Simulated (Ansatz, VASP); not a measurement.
**One calculation of Si2W, two programs**

File INCAR:

```
PREC = Accurate
ENCUT = 520
EDIFF = 1E-8
ISMEAR = -1
SIGMA = 0.05
LREAL = F
LASPH = T
NELM = 80
ALGO = Normal
ISIF = 2
LWAVE = F
LCHARG = F
LEFG = T
NBANDS = 18
```

File KPOINTS:

```
Automatic mesh
0
Gamma
  11 11 14
```

Contents of POSCAR:

```
Si2W
1.0
   -1.6337300000      1.5943300000      3.9400000000
    1.5943300000     -1.6337300000      3.9400000000
    1.6176700000      1.6176700000     -3.9560600000
Si W
2 1
Direct
    0.3330000000      0.3330000000      0.0000000000
    0.6670000000      0.6670000000      0.0000000000
    0.0000000000      0.0000000000      0.0000000000
```

Input for Ansatz:

```yaml
crystal:
  lattice:
    - [-1.63373, 1.59433, 3.94]
    - [1.59433, -1.63373, 3.94]
    - [1.61767, 1.61767, -3.95606]
  atoms:
    - { symbol: Si, position: [0.333, 0.333, 0.0] }
    - { symbol: Si, position: [0.667, 0.667, 0.0] }
    - { symbol: W, position: [0.0, 0.0, 0.0] }
kpoints:
  mp_grid: { grid: [11, 11, 14] }
scf:
  occupations: { method: fermi_dirac, width: 0.05 }
hamiltonian:
  xc: lda
  pseudopotentials: { kind: all_electron, datasets: crystal }
output:
  forces: true
  stress: true
  eigenvalues: true
  efg: { contact_densities: true }
```

Change from the starting cell: equal xy, yz and zx shear strains of -1 %, crystal datasets.

Alike in both runs: task electric field gradients; functional LDA; k mesh 11 × 11 × 14; occupations fermi-dirac, width 0.05 eV; no spin polarisation.

|  | VASP | Ansatz |
| --- | --- | --- |
| version | VASP 6.6.1 | Ansatz 0.2.0 |
| potentials or method | VASP PAW LDA potentials, release 64 (Si, W_sv), cutoff 520 eV | all-electron PAW with datasets made for the crystal, scalar-relativistic |

|  | VASP | Ansatz | Ansatz less VASP |
| --- | --- | --- | --- |
| pressure (GPa) | -6.5 | -7.2 | -0.75 |
| traceless stress, the component that is largest in VASP (GPa) | -2.06 | -2.12 | -0.067 |
| rms of the force components (eV/Å) | 0.146 | 0.153 | +0.0067 |
| size of Vzz on the site where it differs most (V/Å²) | 131.0 | 150.1 | +19.06 |

LDA's correlation is that of Perdew and Zunger in VASP and of Perdew and Wang (1992) in Ansatz. Atom by atom the forces differ by 0.007 eV/Å (rms over components). Ansatz ran all-electron here, and VASP with PAW potentials.

Neither program's run includes spin-orbit coupling.
